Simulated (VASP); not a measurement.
# TeMo3 (Pm-3m) in VASP: notebook, part 2 of 2

VASP 6.6.1. Earlier steps stand in the parts before.

## 3. Single point, PBE

This run uses another cell than the first one, of 17.04 Å³/atom, 0.905 times its volume.

INCAR

```
PREC = Accurate
ENCUT = 500
EDIFF = 1E-6
ISMEAR = 0
SIGMA = 0.1
LREAL = F
LASPH = T
NELM = 120
ALGO = Normal
ISIF = 2
LWAVE = F
LCHARG = T
GGA = PE
LELF = T
LVHAR = T
NBANDS = 32
GGA_COMPAT = F
```

KPOINTS

```
Automatic mesh
0
Gamma
  12 12 12
```

POSCAR

```
TeMo3
1.0
    4.0848186836      0.0000000000      0.0000000000
    0.0000000000      4.0848186836      0.0000000000
    0.0000000000      0.0000000000      4.0848186836
Te Mo
1 3
Direct
    0.0000000000      0.0000000000      0.0000000000
    0.0000000000      0.5000000000      0.5000000000
    0.5000000000      0.0000000000      0.5000000000
    0.5000000000      0.5000000000      0.0000000000
```

Potentials or basis: VASP PAW PBE potentials, release 64 (Te, Mo_sv).

Command:

```bash
> cat potpaw_PBE.64/Te/POTCAR potpaw_PBE.64/Mo_sv/POTCAR > POTCAR
> mpirun -np 1 vasp_std > vasp.out
```

OUTCAR:

```text
PREC = Accurate
   ENCUT = 500
   EDIFF = 1E-6
   ISMEAR = 0
   LREAL = F
   LASPH = T
   NELM = 120
   ISIF = 2
   GGA = PE

 ion  position               nearest neighbor table
   1  0.000  0.000  0.000-   2 2.89   3 2.89   4 2.89   2 2.89   3 2.89   2 2.89   4 2.89   2 2.89
                             3 2.89   4 2.89   3 2.89   4 2.89
   2  0.000  0.500  0.500-   1 2.89   3 2.89   4 2.89   1 2.89   4 2.89   1 2.89   3 2.89   1 2.89
                             3 2.89   4 2.89   4 2.89   3 2.89
   3  0.500  0.000  0.500-   1 2.89   2 2.89   4 2.89   1 2.89   4 2.89   2 2.89   4 2.89   4 2.89
                             1 2.89   2 2.89   1 2.89   2 2.89
   4  0.500  0.500  0.000-   1 2.89   2 2.89   3 2.89   2 2.89   3 2.89   1 2.89   3 2.89   3 2.89
                             1 2.89   2 2.89   2 2.89   1 2.89

  LATTYP: Found a simple cubic cell.
 ALAT       =     4.0848186836

  Lattice vectors:

 A1 = (   4.0848186836,   0.0000000000,   0.0000000000)
 A2 = (   0.0000000000,   4.0848186836,   0.0000000000)
 A3 = (   0.0000000000,   0.0000000000,   4.0848186836)

Analysis of symmetry for initial positions (statically):
=====================================================================
 Subroutine PRICEL returns:
 Original cell was already a primitive cell.

 Routine SETGRP: Setting up the symmetry group for a
 simple cubic supercell.

 Subroutine GETGRP returns: Found 48 space group operations
 (whereof 48 operations were pure point group operations)
 out of a pool of 48 trial point group operations.

The static configuration has the point symmetry O_h .

Analysis of symmetry for dynamics (positions and initial velocities):
=====================================================================
 Subroutine PRICEL returns:
 Original cell was already a primitive cell.

 Routine SETGRP: Setting up the symmetry group for a
 simple cubic supercell.

 Subroutine GETGRP returns: Found 48 space group operations
 (whereof 48 operations were pure point group operations)
[... 121 lines left out ...]
   ISMEAR =     0;   SIGMA  =   0.10  broadening in eV -4-tet -1-fermi 0-gaus
   EFERMI_NEDOS =   21; number of points for ismear=-14 and -15
   IALGO  =     38    algorithm
   IMIX   =      4    mixing-type and parameters
     AMIX     =   0.40;   BMIX     =  1.00
     AMIX_MAG =   1.60;   BMIX_MAG =  1.00
  volume/ion in A,a.u.               =      17.04       114.99
  Fermi-wavevector in a.u.,A,eV,Ry     =   1.456518  2.752420 28.863999  2.121444
  Thomas-Fermi vector in A             =   2.573427
   LORBIT       =      0    0 simple, 1 ext, 2 COOP (PROOUT), +10 PAW based schemes
   GGA     = PE    functional components
   LHFCALC =     F    Hartree Fock is set to
   AEXX    =    0.0000 exact exchange contribution
   IVDW    =     0    specifies the selected vdW correction
   LEPSILON=     F    determine dielectric tensor
   LRPA    =     F    only Hartree local field effects (RPA)
 non-spin polarized calculation
 Gauss-broadening in eV      SIGMA  =   0.10
  energy-cutoff  :      500.00
  volume of cell :       68.16
 maximum number of plane-waves:      1759
 NGX is ok and might be reduce to    30
   NGX = 15   NGY = 15   NGZ = 15

 number of electron      47.9999988 magnetization

 Free energy of the ion-electron system (eV)
  ---------------------------------------------------
  ext. energy  EPLUGINS =         0.00000000
  ---------------------------------------------------
  free energy    TOTEN  =       -33.37204281 eV

  energy without entropy =      -33.34178863  energy(sigma->0) =      -33.35691572

 E-fermi :  12.9889     XC(G=0): -12.7772

 val. band max:       12.9859175968   @ k =   0.5000   0.0833   0.0833
 cond. band min:      12.9909253879   @ k =   0.3333   0.1667   0.1667
 fundamental gap:      0.0050077911
 Fermi energy:        12.9888870466

 k-point     1 :       0.0000    0.0000    0.0000
  band No.  band energies     occupation
      1     -48.2209      2.00000
      2     -48.0436      2.00000
      3     -48.0436      2.00000
      4     -22.6166      2.00000
      5     -22.6166      2.00000
      6     -22.6166      2.00000
[... 829 lines left out ...]
     31      16.1858      0.00000
     32      16.7251      0.00000

 [... further k-points ...]
[... 5 lines left out ...]
  --------------------------------------------------------------------------------------
  -------------------------------------------------------------------------------------
  Total        0.0874425      0.0874425      0.0874425      0.0000000      0.0000000     -0.0000000
  in kB        2.0554873      2.0554873      2.0554873      0.0000000      0.0000000     -0.0000000
  external PRESSURE =       2.0554873 kB  Pullay stress =       0.0000000 kB

 VOLUME and BASIS-vectors are now :
 -----------------------------------------------------------------------------
  energy-cutoff  :      500.00
  volume of cell :       68.16
      direct lattice vectors                 reciprocal lattice vectors
     4.084818684  0.000000000  0.000000000     0.244808908  0.000000000  0.000000000
     0.000000000  4.084818684  0.000000000     0.000000000  0.244808908  0.000000000
     0.000000000  0.000000000  4.084818684     0.000000000  0.000000000  0.244808908

 POSITION                                       TOTAL-FORCE (eV/Angst)
 -----------------------------------------------------------------------------------
      0.00000      0.00000      0.00000         0.000000      0.000000      0.000000
      0.00000      2.04241      2.04241         0.000000      0.000000      0.000000
      2.04241      0.00000      2.04241         0.000000      0.000000      0.000000
      2.04241      2.04241      0.00000         0.000000      0.000000      0.000000
 -----------------------------------------------------------------------------------
    total drift:                                0.000000      0.000000     -0.000000

  FREE ENERGIE OF THE ION-ELECTRON SYSTEM (eV)
  ---------------------------------------------------
  free  energy   TOTEN  =       -33.3720428077 eV

  energy  without entropy=      -33.3417886275  energy(sigma->0) =      -33.35691572
```

stdout:

```text
POSCAR found type information on POSCAR TeMo
 POSCAR found :  2 types and       4 ions
 scaLAPACK will be used
 LDA part: xc-table for (Slater+PW92), standard interpolation
 POSCAR, INCAR and KPOINTS ok, starting setup
 FFT: planning ... GRIDC
 FFT: planning ... GRID_SOFT
 FFT: planning ... GRID
 WAVECAR not read
 entering main loop
```

It took 3.3 min on 1 thread of AMD EPYC 7R13, shared host; peak memory 0.24 GiB.

What came out:

| Property | Result |
| --- | --- |
| Free energy | -33.3720 eV |
| Pressure | 0.2 GPa |
| Band gap on the k mesh | zero (band 24 reaches 13.60 eV, above the bottom of band 25 at 12.66 eV) |

Levels at points of the mesh, in eV from the Fermi level:
```
           k point  band 22  band 23  band 24  band 25  band 26  band 27
(0.00, 0.00, 0.00)    -3.76    -0.28    -0.28    -0.28     0.97     1.82
(0.50, 0.00, 0.00)    -1.44    -1.44    -0.16    -0.13    -0.13     0.26
(0.50, 0.50, 0.00)    -1.39    -0.67    -0.33    -0.27    -0.27    -0.05
(0.50, 0.50, 0.50)    -1.64    -0.29    -0.29    -0.29     0.34     0.39
```

Caveat: spin-orbit coupling is left out, which moves the levels of the heavy elements.
